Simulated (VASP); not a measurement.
# Ge2P (P4/mmm) in VASP: notebook

Runs on Ge2P. Level: PBE. Tasks: single point, relaxation of cell and atoms.

Everything below comes from runs of VASP 6.6.1. Logs are shortened: lines on timing, memory, paths and dates and some standing lists are left out, and cuts for length are marked.

**1. The cell of the first run**

Symmetry: P4/mmm, No. 123, tetragonal system. Conventional cell: a = 5.142 Å, b = 5.142 Å, c = 2.459 Å, α = 90.00°, β = 90.00°, γ = 90.00°. Within 3.2 Å of Ge (site symmetry mmm) lie 2 Ge at 2.46 Å and 2 P at 2.57 Å. Within 3.2 Å of P (site symmetry 4/mmm) lie 2 P at 2.46 Å and 4 Ge at 2.57 Å.

The cell was built from a structure type or drawn by symmetry, and may not be a known phase.

**2. Single point, PBE**

INCAR reads:

```
  PREC = Accurate
  ENCUT = 520
  EDIFF = 1E-6
  ISMEAR = 0
  SIGMA = 0.1
  LREAL = False
  LASPH = True
  NELM = 80
  ALGO = Normal
  ISIF = 2
  LWAVE = False
  LCHARG = False
  GGA = PE
  NBANDS = 24
```

KPOINTS reads:

```
Automatic mesh
0
Gamma
  4 4 6
```

POSCAR reads:

```
Ge2P
1.0
    5.1416834279      0.0000000000      0.0000000000
    0.0000000000      5.1416834279      0.0000000000
    0.0000000000      0.0000000000      2.4588338499
Ge P
2 1
Direct
    0.0000000000      0.5000000000      0.0000000000
    0.5000000000      0.0000000000      0.0000000000
    0.0000000000      0.0000000000      0.0000000000
```

Potentials or basis: VASP PAW PBE potentials, release 64 (Ge_d, P).

Command:

```
$ cat potpaw_PBE.64/Ge_d/POTCAR potpaw_PBE.64/P/POTCAR > POTCAR
$ mpirun -np 1 vasp_std > vasp.out
```

OUTCAR:

```text
PREC = Accurate
   ENCUT = 520
   EDIFF = 1E-6
   ISMEAR = 0
   LREAL = False
   LASPH = True
   NELM = 80
   ISIF = 2
   GGA = PE

 ion  position               nearest neighbor table
   1  0.000  0.500  0.000-   3 2.57   3 2.57
   2  0.500  0.000  0.000-   3 2.57   3 2.57
   3  0.000  0.000  0.000-   1 2.57   2 2.57   1 2.57   2 2.57

  LATTYP: Found a simple tetragonal cell.
 ALAT       =     5.1416834279
 C/A-ratio  =     0.4782157214

  Lattice vectors:

 A1 = (   5.1416834279,   0.0000000000,   0.0000000000)
 A2 = (   0.0000000000,   5.1416834279,   0.0000000000)
 A3 = (   0.0000000000,   0.0000000000,   2.4588338499)

Analysis of symmetry for initial positions (statically):
=====================================================================
 Subroutine PRICEL returns:
 Original cell was already a primitive cell.

 Routine SETGRP: Setting up the symmetry group for a
 simple tetragonal supercell.

 Subroutine GETGRP returns: Found 16 space group operations
 (whereof 16 operations were pure point group operations)
 out of a pool of 16 trial point group operations.

The static configuration has the point symmetry D_4h.

Analysis of symmetry for dynamics (positions and initial velocities):
=====================================================================
 Subroutine PRICEL returns:
 Original cell was already a primitive cell.

 Routine SETGRP: Setting up the symmetry group for a
 simple tetragonal supercell.

 Subroutine GETGRP returns: Found 16 space group operations
 (whereof 16 operations were pure point group operations)
 out of a pool of 16 trial point group operations.

The dynamic configuration has the point symmetry D_4h.

 Subroutine INISYM returns: Found 16 space group operations
 (whereof 16 operations are pure point group operations),
 and found     1 'primitive' translations

----------------------------------------------------------------------------------------

                                     Primitive cell

  volume of cell :      65.0040

  direct lattice vectors                    reciprocal lattice vectors
     5.141683428  0.000000000  0.000000000     0.194488831  0.000000000  0.000000000
     0.000000000  5.141683428  0.000000000     0.000000000  0.194488831  0.000000000
     0.000000000  0.000000000  2.458833850     0.000000000  0.000000000  0.406696858

  length of vectors
     5.141683428  5.141683428  2.458833850     0.194488831  0.194488831  0.406696858

  position of ions in fractional coordinates (direct lattice)
     0.000000000  0.500000000  0.000000000
     0.500000000  0.000000000  0.000000000
     0.000000000  0.000000000  0.000000000

  ion indices of the primitive-cell ions
   primitive index   ion index
                 1           1
                 2           2
                 3           3

----------------------------------------------------------------------------------------

 KPOINTS: Automatic mesh

Automatic generation of k-mesh.
 Grid dimensions read from file:
 generate k-points for:    4    4    6

 Generating k-lattice:

  Cartesian coordinates                     Fractional coordinates (reciprocal lattice)
     0.048622208  0.000000000  0.000000000     0.250000000  0.000000000  0.000000000
     0.000000000  0.048622208  0.000000000     0.000000000  0.250000000  0.000000000
     0.000000000  0.000000000  0.067782810     0.000000000  0.000000000  0.166666667

  Length of vectors
     0.048622208  0.048622208  0.067782810

  Shift w.r.t. Gamma in fractional coordinates (k-lattice)
     0.000000000  0.000000000  0.000000000

 Subroutine IBZKPT returns following result:
 ===========================================

 Found     24 irreducible k-points:

 Following reciprocal coordinates:
            Coordinates               Weight
  0.000000  0.000000  0.000000      1.000000
  0.250000  0.000000  0.000000      4.000000
  0.500000  0.000000  0.000000      2.000000
  0.250000  0.250000  0.000000      4.000000
  0.500000  0.250000  0.000000      4.000000
  0.500000  0.500000  0.000000      1.000000
[... 16 lines left out ...]
  0.500000  0.250000  0.500000      4.000000
  0.500000  0.500000  0.500000      1.000000
   k-points           NKPTS =     24   k-points in BZ     NKDIM =     24   number of bands    NBANDS=     24
   number of dos      NEDOS =    301   number of ions     NIONS =      3
   total plane-waves  NPLWV =  28800
   dimension x,y,z NGX =    40 NGY =   40 NGZ =   18
   dimension x,y,z NGXF=    80 NGYF=   80 NGZF=   36
   ions per type =               2   1
   NGX,Y,Z   is equivalent  to a cutoff of  12.93, 12.93, 12.17 a.u.
   NGXF,Y,Z  is equivalent  to a cutoff of  25.87, 25.87, 24.34 a.u.
 SYSTEM =  unknown system
   PREC   = accura    normal or accurate (medium, high low for compatibility)
   ISTART =      0    job   : 0-new  1-cont  2-samecut
   ICHARG =      2    charge: 1-file 2-atom 10-const
   ISPIN  =      1    spin polarized calculation?
   LNONCOLLINEAR =      F non collinear calculations
   LSORBIT =      F    spin-orbit coupling
   LASPH  =      T    aspherical Exc in radial PAW
   ENCUT  =  520.0 eV  38.22 Ry    6.18 a.u.   9.56  9.56  4.57*2*pi/ulx,y,z
   NELM   =     80;   NELMIN=  2; NELMDL= -5     # of ELM steps
   EDIFF  = 0.1E-05   stopping-criterion for ELM
   LREAL  =      F    real-space projection
   EDIFFG = 0.1E-04   stopping-criterion for IOM
   NSW    =      0    number of steps for IOM
   IBRION =     -1    ionic relax: 0-MD 1-quasi-New 2-CG
   NFREE  =      0    steps in history (QN), initial steepest desc. (CG)
   ISIF   =      2    stress and relaxation
   ISYM   =      2    0-nonsym 1-usesym 2-fastsym
   POTIM  = 0.5000    time-step for ionic-motion
   TEBEG  =    0.0;   TEEND  =   0.0 temperature during run
   PSTRESS=    0.0 pullay stress
   NELECT =      33.0000    total number of electrons
   NUPDOWN=      -1.0000    fix difference up-down
   EMIN   =  10.00;   EMAX   =-10.00  energy-range for DOS
   EFERMI =   0.00;   METHOD = LEGACY
   ISMEAR =     0;   SIGMA  =   0.10  broadening in eV -4-tet -1-fermi 0-gaus
   EFERMI_NEDOS =   21; number of points for ismear=-14 and -15
   IALGO  =     38    algorithm
   IMIX   =      4    mixing-type and parameters
     AMIX     =   0.40;   BMIX     =  1.00
     AMIX_MAG =   1.60;   BMIX_MAG =  1.00
  volume/ion in A,a.u.               =      21.67       146.22
  Fermi-wavevector in a.u.,A,eV,Ry     =   1.305969  2.467924 23.205484  1.705555
  Thomas-Fermi vector in A             =   2.436802
   LORBIT       =      0    0 simple, 1 ext, 2 COOP (PROOUT), +10 PAW based schemes
   GGA     = PE    functional components
   LHFCALC =     F    Hartree Fock is set to
   AEXX    =    0.0000 exact exchange contribution
   IVDW    =     0    specifies the selected vdW correction
   LEPSILON=     F    determine dielectric tensor
   LRPA    =     F    only Hartree local field effects (RPA)
 non-spin polarized calculation
 Gauss-broadening in eV      SIGMA  =   0.10
  energy-cutoff  :      520.00
  volume of cell :       65.00
 maximum number of plane-waves:      1789
 NGX is ok and might be reduce to    40
   NGX = 19   NGY = 19   NGZ =  9

 number of electron      33.0000025 magnetization

 Free energy of the ion-electron system (eV)
  ---------------------------------------------------
  ext. energy  EPLUGINS =         0.00000000
  ---------------------------------------------------
  free energy    TOTEN  =       -13.00040076 eV

  energy without entropy =      -12.99160558  energy(sigma->0) =      -12.99600317

 E-fermi :   5.1486     XC(G=0):  -9.9625

 val. band max:        5.1058593943   @ k =   0.5000   0.0000   0.1667
 cond. band min:       5.1686076869   @ k =   0.2500   0.2500   0.3333
 fundamental gap:      0.0627482925
 Fermi energy:         5.1485751312

 k-point     1 :       0.0000    0.0000    0.0000
  band No.  band energies     occupation
      1     -19.9457      2.00000
      2     -19.9397      2.00000
      3     -19.7595      2.00000
      4     -19.7472      2.00000
      5     -19.7427      2.00000
      6     -19.7236      2.00000
[... 16 lines left out ...]
     23      14.4464      0.00000
     24      15.0432      0.00000

 k-point     2 :       0.2500    0.0000    0.0000
  band No.  band energies     occupation
      1     -19.9447      2.00000
      2     -19.9405      2.00000
      3     -19.7565      2.00000
      4     -19.7446      2.00000
      5     -19.7438      2.00000
      6     -19.7271      2.00000
[... 16 lines left out ...]
     23      14.6536      0.00000
     24      17.3538      0.00000

 k-point     3 :       0.5000    0.0000    0.0000
  band No.  band energies     occupation
      1     -19.9427      2.00000
      2     -19.9424      2.00000
      3     -19.7509      2.00000
      4     -19.7491      2.00000
      5     -19.7356      2.00000
      6     -19.7355      2.00000
[... 16 lines left out ...]
     23      14.5543      0.00000
     24      14.8672      0.00000

 k-point     4 :       0.2500    0.2500    0.0000
  band No.  band energies     occupation
      1     -19.9441      2.00000
      2     -19.9411      2.00000
      3     -19.7543      2.00000
      4     -19.7459      2.00000
      5     -19.7413      2.00000
      6     -19.7296      2.00000
[... 16 lines left out ...]
     23      15.7327      0.00000
     24      16.0515      0.00000

 k-point     5 :       0.5000    0.2500    0.0000
  band No.  band energies     occupation
      1     -19.9426      2.00000
      2     -19.9424      2.00000
      3     -19.7501      2.00000
      4     -19.7492      2.00000
      5     -19.7354      2.00000
      6     -19.7354      2.00000
[... 451 lines left out ...]
 k-point    22 :       0.2500    0.2500    0.5000
  band No.  band energies     occupation
      1     -19.7842      2.00000
      2     -19.7810      2.00000
      3     -19.7783      2.00000
      4     -19.7741      2.00000
      5     -19.7302      2.00000
      6     -19.7243      2.00000
[... 16 lines left out ...]
     23      11.2059      0.00000
     24      12.3052      0.00000

 k-point    23 :       0.5000    0.2500    0.5000
  band No.  band energies     occupation
      1     -19.7845      2.00000
      2     -19.7800      2.00000
      3     -19.7797      2.00000
      4     -19.7736      2.00000
      5     -19.7273      2.00000
      6     -19.7268      2.00000
[... 16 lines left out ...]
     23      10.2298      0.00000
     24      12.2984      0.00000

 k-point    24 :       0.5000    0.5000    0.5000
  band No.  band energies     occupation
      1     -19.7855      2.00000
      2     -19.7810      2.00000
      3     -19.7791      2.00000
      4     -19.7724      2.00000
      5     -19.7268      2.00000
      6     -19.7268      2.00000
[... 16 lines left out ...]
     23      10.9019      0.00000
     24      12.3610      0.00000

------------------------ aborting loop because EDIFF is reached ----------------------------------------

  FORCE on cell =-STRESS in cart. coord.  units (eV):
  Direction    XX          YY          ZZ          XY          YZ          ZX
  --------------------------------------------------------------------------------------
  -------------------------------------------------------------------------------------
  Total        0.0350732      0.0350732     -0.1028548      0.0000000     -0.0000000      0.0000000
  in kB        0.8644618      0.8644618     -2.5351012      0.0000000     -0.0000000      0.0000000
  external PRESSURE =      -0.2687258 kB  Pullay stress =       0.0000000 kB

 VOLUME and BASIS-vectors are now :
 -----------------------------------------------------------------------------
  energy-cutoff  :      520.00
  volume of cell :       65.00
      direct lattice vectors                 reciprocal lattice vectors
     5.141683428  0.000000000  0.000000000     0.194488831  0.000000000  0.000000000
     0.000000000  5.141683428  0.000000000     0.000000000  0.194488831  0.000000000
     0.000000000  0.000000000  2.458833850     0.000000000  0.000000000  0.406696858

 POSITION                                       TOTAL-FORCE (eV/Angst)
 -----------------------------------------------------------------------------------
      0.00000      2.57084      0.00000         0.000000      0.000000      0.000000
      2.57084      0.00000      0.00000         0.000000      0.000000      0.000000
      0.00000      0.00000      0.00000         0.000000      0.000000      0.000000
 -----------------------------------------------------------------------------------
    total drift:                               -0.000000     -0.000000     -0.000000

  FREE ENERGIE OF THE ION-ELECTRON SYSTEM (eV)
  ---------------------------------------------------
  free  energy   TOTEN  =       -13.0004007575 eV

  energy  without entropy=      -12.9916055767  energy(sigma->0) =      -12.99600317
```

It took 47 s on 1 thread of Intel Xeon 8259CL, shared host; peak memory 0.19 GiB.

What came out:

| Quantity | Value |
| --- | --- |
| Free energy | -13.0004 eV |
| Pressure | 0.0 GPa |
| Band gap on the k mesh | zero (an odd number of electrons rules out a gap without spin polarisation) |

Stress tensor (GPa, compression positive):
```
 0.09  0.00  0.00
 0.00  0.09  0.00
 0.00  0.00 -0.25
```

Caveat: the k points lie up to 0.43 Å⁻¹ apart, too coarse for converged energies and pressures of a metal.

**3. Relaxation of cell and atoms, PBE**

This run uses another cell than the first one, of 23.14 Å³/atom.

INCAR reads:

```
SYSTEM = Ge2P
  ALGO = Normal
  EDIFF = 1E-7
  EDIFFG = -0.04
  ENCUT = 600
  GGA = PE
  IBRION = 2
  ISIF = 3
  ISMEAR = 0
  LASPH = .TRUE.
  LCHARG = .FALSE.
  LREAL = .FALSE.
  LWAVE = .FALSE.
  NELM = 100
  NSW = 90
  PREC = Accurate
  SIGMA = 0.1
```

KPOINTS reads:

```
k-points
0
G
  4 4 4
  0 0 0
```

POSCAR reads:

```
Ge2P
1.0
    4.2989343800      0.0000000000      0.0000000000
    0.0000000000      4.2989343800      0.0000000000
    0.0000000000      0.0000000000      3.7564702300
Ge P
2 1
Direct
    0.0000000000      0.5000000000      0.0000000000
    0.5000000000      0.0000000000      0.0000000000
    0.0000000000      0.0000000000      0.0000000000
```

Potentials or basis: VASP PAW PBE potentials, release 64 (Ge_d, P).

Command:

```
$ cat potpaw_PBE.64/Ge_d/POTCAR potpaw_PBE.64/P/POTCAR > POTCAR
$ mpirun -np 1 vasp_std > vasp.out
```

OUTCAR:

```text
SYSTEM = Ge2P
   EDIFF = 1E-7
   EDIFFG = -0.04
   ENCUT = 600
   GGA = PE
   IBRION = 2
   ISIF = 3
   ISMEAR = 0
   LASPH = .TRUE.
   LREAL = .FALSE.
   NELM = 100
   NSW = 90
   PREC = Accurate

 ion  position               nearest neighbor table
   1  0.000  0.500  0.000-   3 2.15   3 2.15
   2  0.500  0.000  0.000-   3 2.15   3 2.15
   3  0.000  0.000  0.000-   1 2.15   2 2.15   1 2.15   2 2.15

  LATTYP: Found a simple tetragonal cell.
 ALAT       =     4.2989343800
 C/A-ratio  =     0.8738142753

  Lattice vectors:

 A1 = (   4.2989343800,   0.0000000000,   0.0000000000)
 A2 = (   0.0000000000,   4.2989343800,   0.0000000000)
 A3 = (   0.0000000000,   0.0000000000,   3.7564702300)
[... 179 lines left out ...]
  -------------------------------------------------------------------------------------
  Total       13.2871826     13.2871826     -1.1463939      0.0000000     -0.0000000     -0.0000000
  in kB      306.6492479    306.6492479    -26.4571376      0.0000000     -0.0000000     -0.0000000
  external PRESSURE =     195.6137861 kB  Pullay stress =       0.0000000 kB
[... 937 lines left out ...]
     19       8.7610      0.00000
     20       8.7610      0.00000

[... ionic steps 4 to 17 ...]

--------------------------------------- Ionic step       18  -------------------------------------------

 number of electron      33.0000039 magnetization

------------------------ aborting loop because EDIFF is reached ----------------------------------------
[... 69 lines left out ...]
--------------------------------------- Ionic step       20  -------------------------------------------

 number of electron      33.0000039 magnetization

 Free energy of the ion-electron system (eV)
  ---------------------------------------------------
  ext. energy  EPLUGINS =         0.00000000
  ---------------------------------------------------
  free energy    TOTEN  =       -13.14495278 eV

  energy without entropy =      -13.14044116  energy(sigma->0) =      -13.14269697

 E-fermi :   5.0962     XC(G=0):  -9.9440

 val. band max:        5.0259970370   @ k =   0.5000   0.2500   0.0000
 cond. band min:       5.1716304979   @ k =   0.2500   0.2500   0.5000
 fundamental gap:      0.1456334610
 Fermi energy:         5.0961919289
[... 442 lines left out ...]
  FREE ENERGIE OF THE ION-ELECTRON SYSTEM (eV)
  ---------------------------------------------------
  free  energy   TOTEN  =       -13.1449527751 eV

  energy  without entropy=      -13.1404411620  energy(sigma->0) =      -13.14269697

 reached required accuracy - stopping structural energy minimisation
```

It took 11 min on 1 thread of Intel Xeon 8259CL, shared host; peak memory 0.21 GiB.

Results:

```
Free energy                           : -13.1450 eV
Relaxed volume                        : 21.90 Å³/atom
Relaxed cell                          : a = 4.956 Å, b = 4.956 Å, c = 2.675 Å, α = 90.00°, β = 90.00°, γ = 90.00°
Space group after relaxing (to 0.1 Å) : P4/mmm (No. 123)
Energy gained by relaxing             : 856.0 meV/atom
Ionic steps                           : 20
Pressure after relaxing               : -0.2 GPa
Band gap on the k mesh                : zero (an odd number of electrons rules out a gap without spin polarisation)
```

Step by step:
| step | energy change (eV) | largest force (eV/Å) | pressure (GPa) | volume (Å³) |
| --- | --- | --- | --- | --- |
| 1 | 0.0000 | 0.0000 | 19.56 | 69.42 |
| 2 | -0.8856 | 0.0000 | -7.17 | 100.37 |
| 3 | -1.3934 | 0.0000 | -0.81 | 86.14 |
| 4 | -1.3950 | 0.0000 | -0.47 | 85.62 |
| 5 | -1.3951 | 0.0000 | -0.20 | 85.28 |
| 6 | -1.3975 | 0.0000 | -0.12 | 84.73 |
| 7 | -1.4074 | 0.0000 | -0.05 | 83.08 |
| 8 | -1.4672 | 0.0000 | -0.10 | 79.78 |
| 9 | -1.7641 | 0.0000 | -0.15 | 73.22 |
| 10 | -2.4602 | 0.0000 | 5.50 | 60.26 |
| 11 | -2.4326 | 0.0000 | 3.15 | 62.48 |
| 12 | -2.4638 | 0.0000 | 4.67 | 60.91 |
| 13 | -2.4868 | 0.0000 | 3.92 | 61.43 |
| 14 | -2.5327 | 0.0000 | 2.22 | 63.00 |
| 15 | -2.5669 | 0.0000 | -0.50 | 66.19 |
| 16 | -2.5676 | 0.0000 | -0.11 | 65.71 |
| 17 | -2.5677 | 0.0000 | -0.18 | 65.82 |
| 18 | -2.5676 | 0.0000 | -0.29 | 65.92 |
| 19 | -2.5678 | 0.0000 | -0.26 | 65.85 |
| 20 | -2.5680 | 0.0000 | -0.16 | 65.70 |

Final structure:
```
Ge P
1.0
     4.95596    0.00000    0.00000
     0.00000    4.95596    0.00000
     0.00000    0.00000    2.67485
Ge P
2 1
Direct
  0.00000 0.50000 0.00000
  0.50000 0.00000 0.00000
  0.00000 0.00000 0.00000
```

Levels at points of the mesh, in eV from the Fermi level:
| k point | band 12 | band 13 | band 14 | band 15 | band 16 | band 17 | band 18 | band 19 | band 20 |
| --- | --- | --- | --- | --- | --- | --- | --- | --- | --- |
| (0.00, 0.00, 0.00) | -8.88 | -7.00 | -6.04 | -6.04 | 0.21 | 0.21 | 4.03 | 4.23 | 4.49 |
| (0.50, 0.00, 0.00) | -10.67 | -7.80 | -5.73 | -1.47 | -1.41 | 0.22 | 0.93 | 4.79 | 8.79 |
| (0.50, 0.50, 0.00) | -10.53 | -10.53 | -3.95 | 0.13 | 0.13 | 0.24 | 1.83 | 2.44 | 5.10 |
| (0.00, 0.00, 0.50) | -6.21 | -4.74 | -3.47 | -3.47 | -2.87 | -2.36 | -1.14 | 3.37 | 3.37 |
| (0.50, 0.00, 0.50) | -6.95 | -5.60 | -3.75 | -3.58 | -3.24 | -1.55 | 1.85 | 2.25 | 3.06 |
| (0.50, 0.50, 0.50) | -6.81 | -6.81 | -4.77 | -3.47 | -3.47 | -0.40 | 2.85 | 3.02 | 3.02 |

Caveat: the k points lie up to 0.59 Å⁻¹ apart in the final cell, too coarse for converged energies and pressures of a metal; a cell axis changed by over 15 % at a fixed basis, so the end point is rough.
